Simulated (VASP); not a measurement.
Input of a VASP 6.6.1 run:

File INCAR:

```
PREC = Accurate ; ENCUT = 600
EDIFF = 1E-7 ; ISMEAR = 0
SIGMA = 0.02 ; LREAL = False
LASPH = True ; NELM = 60
ALGO = Normal ; ISIF = 3
LWAVE = False ; LCHARG = False
GGA = PE ; IBRION = 2
NSW = 100 ; EDIFFG = -0.01
```

The input KPOINTS:

```
Automatic mesh
0
Gamma
  12 12 8
```

Contents of POSCAR:

```
CaO
1.0
    3.2961272741      0.0000000000      0.0000000000
   -1.6480636371      2.8545299535      0.0000000000
    0.0000000000      0.0000000000      2.9989785408
Ca O
1 1
Direct
    0.3333333333      0.6666666667      0.5000000000
    0.6666666667      0.3333333333      0.0000000000
```

Potentials or basis: VASP PAW PBE potentials, release 64 (Ca_sv, O).

Launch:

```bash
$ cat potpaw_PBE.64/Ca_sv/POTCAR potpaw_PBE.64/O/POTCAR > POTCAR
$ mpirun -np 1 vasp_std > vasp.out
```

Problem. Estimate the relaxed volume.

Solution. 14.21 Å³/atom.

Problem. Predict the relaxed cell.

Solution. a = 3.305 Å, b = 3.305 Å, c = 3.004 Å, α = 90.00°, β = 90.00°, γ = 120.00°.

Final structure:
```cif
data_structure
_symmetry_space_group_name_H-M 'P 1'
_symmetry_Int_Tables_number 1
_cell_length_a 3.3046
_cell_length_b 3.3046
_cell_length_c 3.0043
_cell_angle_alpha 90.000
_cell_angle_beta 90.000
_cell_angle_gamma 120.000
_cell_volume 28.41
loop_
_atom_site_label
_atom_site_type_symbol
_atom_site_fract_x
_atom_site_fract_y
_atom_site_fract_z
_atom_site_occupancy
Ca1 Ca 0.33333 0.66667 0.50000 1
O1 O 0.66667 0.33333 0.00000 1
```
